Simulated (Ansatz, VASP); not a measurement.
**MgO in VASP and in Ansatz**

Contents of INCAR:

```
ALGO = Normal
EDIFF = 1E-6
ENCUT = 600
GGA = PE
GGA_COMPAT = False
ISIF = 2
ISMEAR = 0
LASPH = True
LCHARG = False
LREAL = False
LWAVE = False
NBANDS = 11
NELM = 120
PREC = Accurate
SIGMA = 0.02
```

The input KPOINTS:

```
k-points
0
Gamma
  10 10 10
```

The input POSCAR:

```
MgO
1.0
    0.0000000000      2.1895054683      2.1895054683
    2.1895054683      0.0000000000      2.1895054683
    2.1895054683      2.1895054683      0.0000000000
Mg O
1 1
Direct
    0.0000000000      0.0000000000      0.0000000000
    0.5000000000      0.5000000000      0.5000000000
```

Input for Ansatz:

```yaml
crystal:
  lattice:
    - [0.0, 2.1895054683, 2.1895054683]
    - [2.1895054683, 0.0, 2.1895054683]
    - [2.1895054683, 2.1895054683, 0.0]
  atoms:
    - { symbol: Mg, position: [0.0, 0.0, 0.0] }
    - { symbol: O, position: [0.5, 0.5, 0.5] }
basis: {}
kpoints:
  mp_grid: { grid: [10, 10, 10] }
hamiltonian:
  xc: pbe
  pseudopotentials: { kind: nc }
scf:
  occupations: { method: gaussian, width: 0.02 }
output:
  forces: true
  stress: true
  eigenvalues: true
```

Alike in both runs: task single point; functional PBE; k mesh 10 × 10 × 10; occupations gaussian, width 0.02 eV; no spin polarisation.

|  | VASP | Ansatz |
| --- | --- | --- |
| version | VASP 6.6.1 | Ansatz 0.2.0 |
| potentials or method | VASP PAW PBE potentials, release 64 (Mg, O) | scalar-relativistic, plane waves, norm-conserving pseudopotentials |
| plane-wave cutoff (eV) | 600 | 1240 |
| valence electrons in the cell | 8 | 16 |

```csv
,VASP,Ansatz,Ansatz less VASP
gap on the k mesh at the Fermi level (eV),3.67,3.69,+0.019
least direct gap on the mesh (eV),3.67,3.69,+0.019
pressure (GPa),-11.8,-10.8,+1.04
```

With one functional, cell and mesh, what is left measures potentials, basis and numerics. VASP's potentials hold 8 valence electrons a cell and Ansatz's 16, so a difference there can come from the potentials and not from the codes.
